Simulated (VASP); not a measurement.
Runs of VASP 6.6.1 on YbB2. The structure is that of space group P6/mmm (No. 191), or close to it. The cells are those of the table. 

```csv
task,cell,cutoff (eV),gap on the mesh (eV),pressure (GPa)
single point,"a = 3.314, b = 3.314, c = 3.979 Å, angles 90.0, 90.0, 120.0°, 3 atoms",520,none,-10.6
single point,"a = 3.258, b = 3.258, c = 3.891 Å, angles 90.0, 90.0, 120.0°, 3 atoms",520,none,(a)
single point,"a = 3.199, b = 3.199, c = 3.801 Å, angles 90.0, 90.0, 120.0°, 3 atoms",520,none,5.2
relaxation of shape and atoms at fixed volume,"relaxed from a = 3.133, b = 3.133, c = 3.718 Å, angles 90.0, 90.0, 120.0°, 3 atoms",600,none,16.8
single point,"a = 3.229, b = 3.229, c = 3.847 Å, angles 90.0, 90.0, 120.0°, 3 atoms",520,none,0.3
single point,"a = 3.287, b = 3.287, c = 3.935 Å, angles 90.0, 90.0, 120.0°, 3 atoms",520,none,-7.1
single point,"a = 3.135, b = 3.135, c = 3.714 Å, angles 90.0, 90.0, 120.0°, 3 atoms",520,none,(b)
single point,"a = 3.167, b = 3.167, c = 3.758 Å, angles 90.0, 90.0, 120.0°, 3 atoms",520,none,10.4
```

Alike in all rows: level PBE; potentials or basis VASP PAW PBE potentials, release 64 (Yb, B); no spin polarisation; k mesh 21 × 21 × 16; smearing gaussian 0.03 eV.

Estimate the missing entries.

(a) -3.0; (b) 16.5.

Caveats: spin-orbit coupling is left out, which moves the levels of the heavy elements; the cell stands under pressure (at least some runs); the cell stands under tension (at least some runs).

A k mesh can miss the band edges, and the runs leave out spin-orbit coupling on Yb.

A gap of «none» marks levels without a gap at the run's occupations.
